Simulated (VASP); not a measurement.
# KTaO3 (Pm-3m) in VASP: vibrations by perturbation theory with PBE

Aim: the vibrations by perturbation theory of KTaO3 with PBE.

All numbers are computed with VASP 6.6.1; they aren't measurements. Logs are shortened: lines on timing, memory, paths and dates and some standing lists are left out, and cuts for length are marked.

## 1. The cell of the first run

It takes space group Pm-3m (No. 221, cubic). The conventional cell has a = 4.024 Å, b = 4.024 Å, c = 4.024 Å, α = 90.00°, β = 90.00°, γ = 90.00°. K (site symmetry m-3m) has 12 O at 2.85 Å and 8 Ta at 3.49 Å within 3.7 Å. Ta (site symmetry m-3m) has 6 O at 2.01 Å within 2.7 Å. O (site symmetry 4/mmm) has 2 Ta at 2.01 Å within 2.7 Å.

## 2. Vibrations by perturbation theory, PBE

Input file INCAR:

```
SYSTEM = KTaO3
PREC = Accurate ; ENCUT = 520
EDIFF = 1E-8 ; ISMEAR = 0
SIGMA = 0.01 ; LREAL = .FALSE.
LASPH = .TRUE. ; NELM = 100
ALGO = Normal ; ISIF = 2
LWAVE = .FALSE. ; LCHARG = .FALSE.
GGA = PE ; NBANDS = 27
IBRION = 8 ; NSW = 1
LEPSILON = .TRUE.
```

Input file KPOINTS:

```
regular mesh
0
G
  8 8 8
  0 0 0
```

Input file POSCAR:

```
KTaO3
1.0
    4.0243829546      0.0000000000      0.0000000000
    0.0000000000      4.0243829546      0.0000000000
    0.0000000000      0.0000000000      4.0243829546
K Ta O
1 1 3
Direct
    0.5000000000      0.5000000000      0.5000000000
    0.0000000000      0.0000000000      0.0000000000
    0.5000000000      0.0000000000      0.0000000000
    0.0000000000      0.5000000000      0.0000000000
    0.0000000000      0.0000000000      0.5000000000
```

Potentials or basis: VASP PAW PBE potentials, release 64 (K_sv, Ta_pv, O).

Launch:

```console
cat potpaw_PBE.64/K_sv/POTCAR potpaw_PBE.64/Ta_pv/POTCAR potpaw_PBE.64/O/POTCAR > POTCAR
mpirun -np 1 vasp_std > vasp.out
```

OUTCAR:

```text
SYSTEM = KTaO3
   PREC = Accurate
   ENCUT = 520
   EDIFF = 1E-8
   ISMEAR = 0
   LREAL = .FALSE.
   LASPH = .TRUE.
   NELM = 100
   ISIF = 2
   GGA = PE
   IBRION = 8
   NSW = 1
   LEPSILON = .TRUE.

 ion  position               nearest neighbor table
   1  0.500  0.500  0.500-   3 2.85   4 2.85   5 2.85   3 2.85   4 2.85   3 2.85   5 2.85   3 2.85
                             4 2.85   5 2.85   4 2.85   5 2.85   2 3.49   2 3.49   2 3.49   2 3.49
   2  0.000  0.000  0.000-   3 2.01   4 2.01   5 2.01   5 2.01   4 2.01   3 2.01   1 3.49   1 3.49
                             1 3.49   1 3.49   1 3.49   1 3.49   1 3.49   1 3.49
   3  0.500  0.000  0.000-   2 2.01   2 2.01   1 2.85   1 2.85   1 2.85   1 2.85
   4  0.000  0.500  0.000-   2 2.01   2 2.01   1 2.85   1 2.85   1 2.85   1 2.85
   5  0.000  0.000  0.500-   2 2.01   2 2.01   1 2.85   1 2.85   1 2.85   1 2.85

  LATTYP: Found a simple cubic cell.
 ALAT       =     4.0243829546

  Lattice vectors:

 A1 = (   4.0243829546,   0.0000000000,   0.0000000000)
 A2 = (   0.0000000000,   4.0243829546,   0.0000000000)
 A3 = (   0.0000000000,   0.0000000000,   4.0243829546)

Analysis of symmetry for initial positions (statically):
=====================================================================
 Subroutine PRICEL returns:
 Original cell was already a primitive cell.

 Routine SETGRP: Setting up the symmetry group for a
 simple cubic supercell.

 Subroutine GETGRP returns: Found 48 space group operations
 (whereof 48 operations were pure point group operations)
 out of a pool of 48 trial point group operations.

The static configuration has the point symmetry O_h .

Analysis of symmetry for dynamics (positions and initial velocities):
=====================================================================
 Subroutine PRICEL returns:
 Original cell was already a primitive cell.

 Routine SETGRP: Setting up the symmetry group for a
 simple cubic supercell.

 Subroutine GETGRP returns: Found 48 space group operations
 (whereof 48 operations were pure point group operations)
 out of a pool of 48 trial point group operations.

The dynamic configuration has the point symmetry O_h .

 Subroutine INISYM returns: Found 48 space group operations
 (whereof 48 operations are pure point group operations),
 and found     1 'primitive' translations

----------------------------------------------------------------------------------------

                                     Primitive cell

  volume of cell :      65.1775

  direct lattice vectors                    reciprocal lattice vectors
     4.024382955  0.000000000  0.000000000     0.248485299  0.000000000  0.000000000
     0.000000000  4.024382955  0.000000000     0.000000000  0.248485299  0.000000000
     0.000000000  0.000000000  4.024382955     0.000000000  0.000000000  0.248485299

  length of vectors
     4.024382955  4.024382955  4.024382955     0.248485299  0.248485299  0.248485299

  position of ions in fractional coordinates (direct lattice)
     0.500000000  0.500000000  0.500000000
[... 943 lines left out ...]
 -----------------------------------------------------------------------------
    -0.02993  0.00000  0.00000
     0.00000  0.01626  0.00000
     0.00000  0.00000  0.00444

 MACROSCOPIC STATIC DIELECTRIC TENSOR (including local field effects in DFT)
 ------------------------------------------------------
           5.478738     0.000000     0.000000
           0.000000     5.478738     0.000000
          -0.000000     0.000000     5.478738
 ------------------------------------------------------

 PIEZOELECTRIC TENSOR (including local field effects)  for field in x, y, z        (e  Angst)
          XX          YY          ZZ          XY          YZ          ZX
  --------------------------------------------------------------------------------
  x     0.00000     0.00000     0.00000     0.00000     0.00000     0.00000
  y     0.00000     0.00000     0.00000     0.00000     0.00000     0.00000
  z     0.00000     0.00000     0.00000     0.00000     0.00000     0.00000

 PIEZOELECTRIC TENSOR (including local field effects)  for field in x, y, z        (C/m^2)
          XX          YY          ZZ          XY          YZ          ZX
  --------------------------------------------------------------------------------
  x     0.00000     0.00000     0.00000     0.00000     0.00000     0.00000
  y     0.00000     0.00000     0.00000     0.00000     0.00000     0.00000
  z     0.00000     0.00000     0.00000     0.00000     0.00000     0.00000

 BORN EFFECTIVE CHARGES (including local field effects) (in |e|, cummulative output)
 ---------------------------------------------------------------------------------
 ion    1
    1     1.14835    -0.00000     0.00000
    2    -0.00000     1.14835    -0.00000
    3     0.00000     0.00000     1.14835
 ion    2
    1     8.79940     0.00000    -0.00000
    2     0.00000     8.79940    -0.00000
    3    -0.00000     0.00000     8.79940
 ion    3
    1    -6.62154     0.00000     0.00000
    2     0.00000    -1.66311    -0.00000
    3     0.00000    -0.00000    -1.66311
 ion    4
    1    -1.66311     0.00000    -0.00000
    2     0.00000    -6.62154    -0.00000
    3     0.00000     0.00000    -1.66311
 ion    5
    1    -1.66311    -0.00000    -0.00000
    2    -0.00000    -1.66311     0.00000
    3     0.00000     0.00000    -6.62154

 INTERNAL STRAIN TENSOR FOR ION    5 for displacements in x,y,z  (eV/Angst):
          X           Y           Z          XY          YZ          ZX
  --------------------------------------------------------------------------------
  x     0.00000     0.00000     0.00000     0.00000     0.00000     0.00000
  y     0.00000     0.00000     0.00000     0.00000     0.00000     0.00000
  z     0.00000     0.00000     0.00000     0.00000     0.00000     0.00000

 SECOND DERIVATIVES (NOT SYMMETRIZED)
 ------------------------------------
               1X          1Y          1Z          2X          2Y          2Z          3X          3Y          3Z          4X          4Y          4Z          5X          5Y          5Z
  1X    -3.865666    0.000000    0.000000    2.225995    0.000000   -0.000000    0.672387   -0.000000    0.000000    0.483642   -0.000000    0.000000    0.483642    0.000000    0.000000
  1Y     0.000000   -3.865666   -0.000000    0.000000    2.225995    0.000000    0.000000    0.483642    0.000000   -0.000000    0.672387    0.000000    0.000000    0.483642   -0.000000
  1Z     0.000000    0.000000   -3.865666   -0.000000   -0.000000    2.225995    0.000000   -0.000000    0.483642   -0.000000    0.000000    0.483642    0.000000    0.000000    0.672387
  2X     2.216083   -0.000000    0.000000   -1.062286    0.000000   -0.000000   -1.136234   -0.000000   -0.000000   -0.008782    0.000000   -0.000000   -0.008782    0.000000    0.000000
  2Y     0.000000    2.216083    0.000000    0.000000   -1.062286   -0.000000    0.000000   -0.008782   -0.000000   -0.000000   -1.136234   -0.000000    0.000000   -0.008782    0.000000
  2Z    -0.000000    0.000000    2.216083    0.000000    0.000000   -1.062286   -0.000000    0.000000   -0.008782    0.000000   -0.000000   -0.008782    0.000000   -0.000000   -1.136234
  3X     0.666325   -0.000000    0.000000   -1.130148    0.000000    0.000000   -9.803060    0.000000    0.000000    5.133441   -0.000000   -0.000000    5.133441    0.000000   -0.000000
  3Y     0.000000    0.486334    0.000000    0.000000   -0.016687    0.000000    0.000000   -4.862878    0.000000    0.000000    5.140871    0.000000    0.000000   -0.747640    0.000000
  3Z     0.000000    0.000000    0.486334    0.000000    0.000000   -0.016687    0.000000    0.000000   -4.862878    0.000000    0.000000   -0.747640    0.000000    0.000000    5.140871
  4X     0.486334    0.000000    0.000000   -0.016687    0.000000    0.000000    5.140871    0.000000    0.000000   -4.862878    0.000000    0.000000   -0.747640    0.000000    0.000000
  4Y    -0.000000    0.666325    0.000000    0.000000   -1.130148    0.000000   -0.000000    5.133441   -0.000000    0.000000   -9.803060   -0.000000    0.000000    5.133441   -0.000000
  4Z     0.000000    0.000000    0.486334    0.000000    0.000000   -0.016687    0.000000    0.000000   -0.747640    0.000000    0.000000   -4.862878    0.000000    0.000000    5.140871
  5X     0.486334    0.000000    0.000000   -0.016687    0.000000    0.000000    5.140871    0.000000    0.000000   -0.747640    0.000000    0.000000   -4.862878    0.000000    0.000000
  5Y     0.000000    0.486334    0.000000    0.000000   -0.016687    0.000000    0.000000   -0.747640    0.000000    0.000000    5.140871    0.000000    0.000000   -4.862878    0.000000
  5Z     0.000000    0.000000    0.666325   -0.000000    0.000000   -1.130148   -0.000000   -0.000000    5.133441   -0.000000   -0.000000    5.133441   -0.000000   -0.000000   -9.803060

 Eigenvectors and eigenvalues of the dynamical matrix
 ----------------------------------------------------

   1 f  =   15.274213 THz    95.970708 2PiTHz  509.492891 cm-1    63.169039 meV
             X         Y         Z           dx          dy          dz
      2.012191  2.012191  2.012191    -0.006288    0.000291    0.000000
      0.000000  0.000000  0.000000     0.017688   -0.000819   -0.000000
      2.012191  0.000000  0.000000     0.798436    0.019635   -0.000000
      0.000000  2.012191  0.000000    -0.424270   -0.036952    0.000000
      0.000000  0.000000  2.012191    -0.424270    0.019635   -0.000000
[... 105 lines left out ...]
  15 f/i=    1.278274 THz     8.031634 2PiTHz   42.638638 cm-1     5.286515 meV
             X         Y         Z           dx          dy          dz
      2.012191  2.012191  2.012191     0.094105    0.147479   -0.021374
      0.000000  0.000000  0.000000    -0.271983   -0.426243    0.061776
      2.012191  0.000000  0.000000     0.274488    0.394791   -0.057218
      0.000000  2.012191  0.000000     0.251914    0.430168   -0.057218
      0.000000  0.000000  2.012191     0.251914    0.394791   -0.062345

--------------------------------------------------------------------------------------------------------

 MACROSCOPIC STATIC DIELECTRIC TENSOR IONIC CONTRIBUTION
 ------------------------------------------------------
           4.247686     0.000000    -0.000000
           0.000000     4.247686     0.000000
          -0.000000     0.000000     4.247686
 ------------------------------------------------------

 ELASTIC MODULI CONTR FROM IONIC RELAXATION (kBar)
 Direction    XX          YY          ZZ          XY          YZ          ZX
 --------------------------------------------------------------------------------
 XX           0.0000      0.0000      0.0000      0.0000      0.0000      0.0000
 YY           0.0000      0.0000      0.0000      0.0000      0.0000      0.0000
 ZZ           0.0000      0.0000      0.0000      0.0000      0.0000      0.0000
 XY           0.0000      0.0000      0.0000      0.0000      0.0000      0.0000
 YZ           0.0000      0.0000      0.0000      0.0000      0.0000      0.0000
 ZX           0.0000      0.0000      0.0000      0.0000      0.0000      0.0000
 --------------------------------------------------------------------------------

 PIEZOELECTRIC TENSOR IONIC CONTR  for field in x, y, z        (C/m^2)
          XX          YY          ZZ          XY          YZ          ZX
  --------------------------------------------------------------------------------
  x     0.00000     0.00000     0.00000     0.00000     0.00000     0.00000
  y     0.00000     0.00000     0.00000     0.00000     0.00000     0.00000
  z     0.00000     0.00000     0.00000     0.00000     0.00000     0.00000
```

Wall time 19 min (1 thread of Intel Xeon 6975P-C (Granite Rapids), shared host); peak memory 0.69 GiB.

Results:

```yaml
Electronic_dielectric_tensor_diagonal: 5.48
Born_charges_mean_of_the_diagonal: K +1.15; Ta +8.80; O -3.32 e
Highest_phonon_frequency_at_Γ_LO-TO_splitting_left_out: 509 cm⁻¹
Most_unstable_mode: 43i cm⁻¹
```

Phonon frequencies in cm⁻¹ (negative: imaginary):
```tsv
q point	frequencies
(0.000, 0.000, 0.000)	-43 -43 -43 0 0 0 181 181 181 264 264 264 509 509 509
```

Electronic dielectric tensor:
```
5.48 0.00 0.00
0.00 5.48 0.00
0.00 0.00 5.48
```

Born effective charge tensors (e):
atom 1, K
```
1.15 0.00 0.00
0.00 1.15 0.00
0.00 0.00 1.15
```
atom 2, Ta
```
8.80 0.00 0.00
0.00 8.80 0.00
0.00 0.00 8.80
```
atom 3, O
```
-6.62  0.00  0.00
 0.00 -1.66  0.00
 0.00  0.00 -1.66
```
atom 4, O
```
-1.66  0.00  0.00
 0.00 -6.62  0.00
 0.00  0.00 -1.66
```
atom 5, O
```
-1.66  0.00  0.00
 0.00 -1.66  0.00
 0.00  0.00 -6.62
```

Caveat: some modes are imaginary; spin-orbit coupling is left out, which moves the levels of the heavy elements.
